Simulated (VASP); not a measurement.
# Rb (Im-3m) in VASP: further runs

Runs on Rb. Level: PBEsol. Tasks: electric field gradients.

Program: VASP 6.6.1. These are calculated values, not measurements. Logs are shortened: lines on timing, memory, paths and dates and some standing lists are left out, and cuts for length are marked.

**1. The cell of the first run**

Symmetry: Im-3m, No. 229, cubic system. Conventional cell: a = 5.593 Å, b = 5.593 Å, c = 5.593 Å, α = 90.00°, β = 90.00°, γ = 90.00°.

**2. Electric field gradients, PBEsol (87.49 Å³/atom)**

Contents of INCAR:

```
SYSTEM = Rb
ALGO = Normal
EDIFF = 1E-8
ENCUT = 520
GGA = PS
ISIF = 2
ISMEAR = -1
LASPH = .True.
LCHARG = .False.
LEFG = .True.
LREAL = .False.
LWAVE = .False.
NBANDS = 10
NELM = 60
PREC = Accurate
SIGMA = 0.05
```

Contents of KPOINTS:

```
k-points
0
Gamma
  8 8 8
  0 0 0
```

Contents of POSCAR:

```
Rb
1.0
   -2.7966153145      2.7966153145      2.7966153145
    2.7966153145     -2.7966153145      2.7966153145
    2.7966153145      2.7966153145     -2.7966153145
Rb
1
Direct
    0.0000000000      0.0000000000      0.0000000000
```

Potentials or basis: VASP PAW PBE potentials, release 64 (Rb_sv).

Launch:

```console
> cat potpaw_PBE.64/Rb_sv/POTCAR > POTCAR
> mpirun -np 1 vasp_std > vasp.out
```

OUTCAR:

```text
SYSTEM = Rb
   EDIFF = 1E-8
   ENCUT = 520
   GGA = PS
   ISIF = 2
   ISMEAR = -1
   LASPH = .True.
   LREAL = .False.
   NELM = 60
   PREC = Accurate

 ion  position               nearest neighbor table
   1  0.000  0.000  0.000-

  LATTYP: Found a body centered cubic cell.
 ALAT       =     5.5932306290

  Lattice vectors:

 A1 = (  -2.7966153145,   2.7966153145,   2.7966153145)
 A2 = (   2.7966153145,  -2.7966153145,   2.7966153145)
 A3 = (   2.7966153145,   2.7966153145,  -2.7966153145)

Analysis of symmetry for initial positions (statically):
=====================================================================
 Subroutine PRICEL returns:
 Original cell was already a primitive cell.

 Routine SETGRP: Setting up the symmetry group for a
 body centered cubic supercell.

 Subroutine GETGRP returns: Found 48 space group operations
 (whereof 48 operations were pure point group operations)
 out of a pool of 48 trial point group operations.

The static configuration has the point symmetry O_h .

Analysis of symmetry for dynamics (positions and initial velocities):
=====================================================================
 Subroutine PRICEL returns:
 Original cell was already a primitive cell.

 Routine SETGRP: Setting up the symmetry group for a
 body centered cubic supercell.

 Subroutine GETGRP returns: Found 48 space group operations
 (whereof 48 operations were pure point group operations)
 out of a pool of 48 trial point group operations.

The dynamic configuration has the point symmetry O_h .

 Subroutine INISYM returns: Found 48 space group operations
 (whereof 48 operations are pure point group operations),
 and found     1 'primitive' translations

----------------------------------------------------------------------------------------

                                     Primitive cell

  volume of cell :      87.4900

  direct lattice vectors                    reciprocal lattice vectors
    -2.796615314  2.796615314  2.796615314     0.000000000  0.178787550  0.178787550
     2.796615314 -2.796615314  2.796615314     0.178787550  0.000000000  0.178787550
     2.796615314  2.796615314 -2.796615314     0.178787550  0.178787550  0.000000000

  length of vectors
     4.843879814  4.843879814  4.843879814     0.252843778  0.252843778  0.252843778

[... 121 lines left out ...]
  free energy    TOTEN  =        -1.02363309 eV

  energy without entropy =       -1.01292142  energy(sigma->0) =       -1.01827726

 E-fermi :   0.0539     XC(G=0):  -5.6195

 val. band max:        0.0142096189   @ k =   0.2500   0.2500   0.0000
 cond. band min:       0.1099785340   @ k =   0.3750   0.1250   0.0000
 fundamental gap:      0.0957689151
 Fermi energy:         0.0539031743

 k-point     1 :       0.0000    0.0000    0.0000
  band No.  band energies     occupation
      1     -28.8013      2.00000
      2     -12.8442      2.00000
      3     -12.8442      2.00000
      4     -12.8442      2.00000
      5      -1.9947      2.00000
      6       3.7499      0.00000
      7       3.7499      0.00000
      8       3.7499      0.00000
      9       4.7247      0.00000
     10       4.7247      0.00000
[... 287 lines left out ...]
 k-point    24 :      -0.3750    0.3750    0.2500
  band No.  band energies     occupation
      1     -28.7949      2.00000
      2     -12.9266      2.00000
      3     -12.8964      2.00000
      4     -12.8853      2.00000
      5       0.1481      0.26403
      6       1.7272      0.00000
      7       3.0049      0.00000
      8       3.0360      0.00000
      9       4.1209      0.00000
     10       5.2874      0.00000

 [... further k-points ...]

------------------------ aborting loop because EDIFF is reached ----------------------------------------

  FORCE on cell =-STRESS in cart. coord.  units (eV):
  Direction    XX          YY          ZZ          XY          YZ          ZX
  --------------------------------------------------------------------------------------
  -------------------------------------------------------------------------------------
  Total       -0.0149916     -0.0149916     -0.0149916     -0.0000000      0.0000000     -0.0000000
  in kB       -0.2745364     -0.2745364     -0.2745364     -0.0000000      0.0000000     -0.0000000
  external PRESSURE =      -0.2745364 kB  Pullay stress =       0.0000000 kB

 VOLUME and BASIS-vectors are now :
 -----------------------------------------------------------------------------
  energy-cutoff  :      520.00
  volume of cell :       87.49
      direct lattice vectors                 reciprocal lattice vectors
    -2.796615314  2.796615314  2.796615314     0.000000000  0.178787550  0.178787550
     2.796615314 -2.796615314  2.796615314     0.178787550  0.000000000  0.178787550
     2.796615314  2.796615314 -2.796615314     0.178787550  0.178787550  0.000000000

 POSITION                                       TOTAL-FORCE (eV/Angst)
 -----------------------------------------------------------------------------------
      0.00000      0.00000      0.00000         0.000000      0.000000     -0.000000
 -----------------------------------------------------------------------------------
    total drift:                               -0.000000      0.000000      0.000000

  FREE ENERGIE OF THE ION-ELECTRON SYSTEM (eV)
  ---------------------------------------------------
  free  energy   TOTEN  =        -1.0236330910 eV

  energy  without entropy=       -1.0129214208  energy(sigma->0) =       -1.01827726

 Electric field gradients (V/A^2)
---------------------------------------------------------------------
 ion       V_xx      V_yy      V_zz      V_xy      V_xz      V_yz
---------------------------------------------------------------------
   1       0.000     0.000     0.000     0.000     0.000     0.000
---------------------------------------------------------------------

 Electric field gradients after diagonalization (V/A^2)
 (convention: |V_zz| > |V_xx| > |V_yy|)
----------------------------------------------------------------------
 ion       V_xx      V_yy      V_zz     asymmetry (V_yy - V_xx)/ V_zz
----------------------------------------------------------------------
   1      -0.000    -0.000     0.000       0.000
----------------------------------------------------------------------

           NMR quadrupolar parameters

 Cq : quadrupolar parameter    Cq=e*Q*V_zz/h
 eta: asymmetry parameters     (V_yy - V_xx)/ V_zz
 Q  : nuclear electric quadrupole moment in mb (millibarn)
----------------------------------------------------------------------
 ion       Cq(MHz)       eta       Q (mb)
----------------------------------------------------------------------
   1       0.000       0.000       1.000
----------------------------------------------------------------------
```

OSZICAR:

```text
N       E                     dE             d eps       ncg     rms          rms(c)
DAV:   1     0.431775822565E+02    0.43178E+02   -0.33132E+03   580   0.662E+02
DAV:   2     0.137473225419E+01   -0.41803E+02   -0.41056E+02   666   0.126E+02
DAV:   3    -0.921204022473E+00   -0.22959E+01   -0.22724E+01   746   0.306E+01
DAV:   4    -0.102178852251E+01   -0.10058E+00   -0.10046E+00   822   0.538E+00
DAV:   5    -0.102379632617E+01   -0.20078E-02   -0.20076E-02   750   0.626E-01    0.118E+00
DAV:   6    -0.102331068555E+01    0.48564E-03   -0.24586E-03   828   0.277E-01    0.715E-01
DAV:   7    -0.102354910193E+01   -0.23842E-03   -0.37700E-03   818   0.345E-01    0.560E-02
DAV:   8    -0.102362499533E+01   -0.75893E-04   -0.13005E-04   654   0.100E-01    0.171E-02
DAV:   9    -0.102363341875E+01   -0.84234E-05   -0.11502E-05   860   0.238E-02    0.592E-03
DAV:  10    -0.102363309239E+01    0.32636E-06   -0.34028E-06   776   0.104E-02    0.774E-04
DAV:  11    -0.102363311342E+01   -0.21030E-07   -0.13508E-07   774   0.223E-03    0.276E-04
DAV:  12    -0.102363309647E+01    0.16944E-07   -0.68905E-09   634   0.557E-04    0.802E-05
DAV:  13    -0.102363309101E+01    0.54587E-08   -0.58750E-10   346   0.160E-04
   1 F= -.10236331E+01 E0= -.10182773E+01  d E =-.107117E-01
```

stdout:

```text
POSCAR found type information on POSCAR Rb
 POSCAR found :  1 types and       1 ions
 scaLAPACK will be used
 -----------------------------------------------------------------------------
|                                                                             |
|                                                                             |
|     You enforced a specific xc type in the INCAR file but a different       |
|     I HOPE YOU KNOW WHAT YOU ARE DOING!                                     |
|                                                                             |
 -----------------------------------------------------------------------------

 LDA part: xc-table for (Slater+PW92), standard interpolation
 POSCAR, INCAR and KPOINTS ok, starting setup
 FFT: planning ... GRIDC
 FFT: planning ... GRID_SOFT
 FFT: planning ... GRID
 WAVECAR not read
 entering main loop
ion   1
```

Wall time 35 s (1 thread of Intel Xeon 8259CL, shared host); peak memory 0.2 GiB.

What came out:

```
Free energy                             : -1.0236 eV
Pressure                                : 0.0 GPa
Band gap on the k mesh                  : zero (an odd number of electrons rules out a gap without spin polarisation)
Largest electric field gradient by atom : under 0.05 V/Å² on every atom
```

Levels at points of the mesh, in eV from the Fermi level:
| k point | band 1 | band 2 | band 3 | band 4 | band 5 | band 6 | band 7 | band 8 |
| --- | --- | --- | --- | --- | --- | --- | --- | --- |
| (0.00, 0.00, 0.00) | -28.86 | -12.90 | -12.90 | -12.90 | -2.05 | 3.70 | 3.70 | 3.70 |
| (0.50, 0.00, 0.00) | -28.85 | -13.01 | -12.93 | -12.90 | 0.21 | 0.79 | 2.57 | 4.32 |
| (0.50, 0.50, 0.50) | -28.85 | -12.98 | -12.98 | -12.98 | 1.22 | 1.22 | 3.32 | 3.32 |

Caveat: the PAW data sets were made with another functional, which shifts forces and pressure a little.

**3. Electric field gradients, PBEsol (87.49 Å³/atom)**

Contents of INCAR:

```
PREC = Accurate ; ENCUT = 520
EDIFF = 1E-8 ; ISMEAR = -1
SIGMA = 0.05 ; LREAL = False
LASPH = True ; NELM = 80
ALGO = Normal ; ISIF = 2
LWAVE = False ; LCHARG = False
GGA = PS ; LEFG = True
NBANDS = 10
```

Contents of KPOINTS:

```
Automatic mesh
0
Gamma
  8 8 8
```

POSCAR is that of step 2.

Potentials or basis: VASP PAW PBE potentials, release 64 (Rb_sv).

Launch:

```console
> cat potpaw_PBE.64/Rb_sv/POTCAR > POTCAR
> mpirun -np 1 vasp_std > vasp.out
```

OUTCAR:

```text
PREC = Accurate
   ENCUT = 520
   EDIFF = 1E-8
   ISMEAR = -1
   LREAL = False
   LASPH = True
   NELM = 80
   ISIF = 2
   GGA = PS

 ion  position               nearest neighbor table
   1  0.000  0.000  0.000-

  LATTYP: Found a body centered cubic cell.
 ALAT       =     5.5932306290

  Lattice vectors:

 A1 = (  -2.7966153145,   2.7966153145,   2.7966153145)
 A2 = (   2.7966153145,  -2.7966153145,   2.7966153145)
 A3 = (   2.7966153145,   2.7966153145,  -2.7966153145)

Analysis of symmetry for initial positions (statically):
=====================================================================
 Subroutine PRICEL returns:
 Original cell was already a primitive cell.

 Routine SETGRP: Setting up the symmetry group for a
 body centered cubic supercell.

 Subroutine GETGRP returns: Found 48 space group operations
[... 491 lines left out ...]
  external PRESSURE =      -0.2745364 kB  Pullay stress =       0.0000000 kB

 VOLUME and BASIS-vectors are now :
 -----------------------------------------------------------------------------
  energy-cutoff  :      520.00
  volume of cell :       87.49
      direct lattice vectors                 reciprocal lattice vectors
    -2.796615314  2.796615314  2.796615314     0.000000000  0.178787550  0.178787550
     2.796615314 -2.796615314  2.796615314     0.178787550  0.000000000  0.178787550
     2.796615314  2.796615314 -2.796615314     0.178787550  0.178787550  0.000000000

 POSITION                                       TOTAL-FORCE (eV/Angst)
 -----------------------------------------------------------------------------------
      0.00000      0.00000      0.00000         0.000000      0.000000     -0.000000
 -----------------------------------------------------------------------------------
    total drift:                               -0.000000      0.000000      0.000000

  FREE ENERGIE OF THE ION-ELECTRON SYSTEM (eV)
  ---------------------------------------------------
  free  energy   TOTEN  =        -1.0236330910 eV

  energy  without entropy=       -1.0129214208  energy(sigma->0) =       -1.01827726

 Electric field gradients (V/A^2)
---------------------------------------------------------------------
 ion       V_xx      V_yy      V_zz      V_xy      V_xz      V_yz
---------------------------------------------------------------------
   1       0.000     0.000     0.000     0.000     0.000     0.000
---------------------------------------------------------------------

 Electric field gradients after diagonalization (V/A^2)
 (convention: |V_zz| > |V_xx| > |V_yy|)
----------------------------------------------------------------------
 ion       V_xx      V_yy      V_zz     asymmetry (V_yy - V_xx)/ V_zz
----------------------------------------------------------------------
   1      -0.000    -0.000     0.000       0.000
----------------------------------------------------------------------

           NMR quadrupolar parameters

 Cq : quadrupolar parameter    Cq=e*Q*V_zz/h
 eta: asymmetry parameters     (V_yy - V_xx)/ V_zz
 Q  : nuclear electric quadrupole moment in mb (millibarn)
----------------------------------------------------------------------
 ion       Cq(MHz)       eta       Q (mb)
----------------------------------------------------------------------
   1       0.000       0.000       1.000
----------------------------------------------------------------------
```

OSZICAR:

```text
N       E                     dE             d eps       ncg     rms          rms(c)
DAV:   1     0.431775822565E+02    0.43178E+02   -0.33132E+03   580   0.662E+02
DAV:   2     0.137473225419E+01   -0.41803E+02   -0.41056E+02   666   0.126E+02
DAV:   3    -0.921204022473E+00   -0.22959E+01   -0.22724E+01   746   0.306E+01
DAV:   4    -0.102178852251E+01   -0.10058E+00   -0.10046E+00   822   0.538E+00
DAV:   5    -0.102379632617E+01   -0.20078E-02   -0.20076E-02   750   0.626E-01    0.118E+00
DAV:   6    -0.102331068555E+01    0.48564E-03   -0.24586E-03   828   0.277E-01    0.715E-01
DAV:   7    -0.102354910193E+01   -0.23842E-03   -0.37700E-03   818   0.345E-01    0.560E-02
DAV:   8    -0.102362499533E+01   -0.75893E-04   -0.13005E-04   654   0.100E-01    0.171E-02
DAV:   9    -0.102363341875E+01   -0.84234E-05   -0.11502E-05   860   0.238E-02    0.592E-03
DAV:  10    -0.102363309239E+01    0.32636E-06   -0.34028E-06   776   0.104E-02    0.774E-04
DAV:  11    -0.102363311342E+01   -0.21030E-07   -0.13508E-07   774   0.223E-03    0.276E-04
DAV:  12    -0.102363309647E+01    0.16944E-07   -0.68905E-09   634   0.557E-04    0.802E-05
DAV:  13    -0.102363309101E+01    0.54587E-08   -0.58750E-10   346   0.160E-04
   1 F= -.10236331E+01 E0= -.10182773E+01  d E =-.107117E-01
```

stdout:

```text
POSCAR found type information on POSCAR Rb
 POSCAR found :  1 types and       1 ions
 scaLAPACK will be used
 -----------------------------------------------------------------------------
|                                                                             |
|                                                                             |
|     You enforced a specific xc type in the INCAR file but a different       |
|     I HOPE YOU KNOW WHAT YOU ARE DOING!                                     |
|                                                                             |
 -----------------------------------------------------------------------------

 LDA part: xc-table for (Slater+PW92), standard interpolation
 POSCAR, INCAR and KPOINTS ok, starting setup
 FFT: planning ... GRIDC
 FFT: planning ... GRID_SOFT
 FFT: planning ... GRID
 WAVECAR not read
 entering main loop
ion   1
```

Run time: 31 s. Hardware: 1 thread of Intel Xeon 8259CL, shared host; peak memory 0.2 GiB.

What came out:

| Item | Value |
| --- | --- |
| Free energy | -1.0236 eV |
| Pressure | 0.0 GPa |
| Band gap on the k mesh | zero (an odd number of electrons rules out a gap without spin polarisation) |
| Largest electric field gradient by atom | under 0.05 V/Å² on every atom |

Levels at points of the mesh, in eV from the Fermi level:
```tsv
k point	band 1	band 2	band 3	band 4	band 5	band 6	band 7	band 8
(0.00, 0.00, 0.00)	-28.86	-12.90	-12.90	-12.90	-2.05	3.70	3.70	3.70
(0.50, 0.00, 0.00)	-28.85	-13.01	-12.93	-12.90	0.21	0.79	2.57	4.32
(0.50, 0.50, 0.50)	-28.85	-12.98	-12.98	-12.98	1.22	1.22	3.32	3.32
```

Caveat: the PAW data sets were made with another functional, which shifts forces and pressure a little.

The gap in the log of VASP goes by the Fermi energy; the results here count the filled bands.